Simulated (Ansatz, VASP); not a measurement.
# Two plane-wave programs on LiF

```xyz
4
Lattice="2.9984 0.0000 0.0000 -1.4992 2.5967 0.0000 0.0000 0.0000 4.7579" Properties=species:S:1:pos:R:3 pbc="T T T"
Li    0.0000    1.7311    2.0050
Li    1.4992    0.8656    4.3840
F     0.0000    1.7311    4.7152
F     1.4992    0.8656    2.3362
```

Alike in both runs: task single point; functional LDA; k mesh 9 × 9 × 6; occupations gaussian, width 0.05 eV; no spin polarisation.

|  | VASP | Ansatz |
| --- | --- | --- |
| version | VASP 6.6.1 | Ansatz 0.2.0 |
| potentials or method | VASP PAW LDA potentials, release 64 (Li_sv, F), cutoff 520 eV | scalar-relativistic, plane waves, PAW |
| valence electrons in the cell | 20 | 20 |

```tsv
	VASP	Ansatz	Ansatz less VASP
gap on the k mesh at the Fermi level (eV)	7.67	7.69	+0.017
least direct gap on the mesh (eV)	7.67	7.69	+0.017
rms of the force components (eV/Å)	0.215	0.213	-0.0021
```

LDA's correlation is that of Perdew and Zunger in VASP and of Perdew and Wang (1992) in Ansatz. Atom by atom the forces differ by 0.002 eV/Å (rms over components).

Noted on VASP's run: the cutoff is under 1.25 times that of the potentials, so the pressure is a little rough.
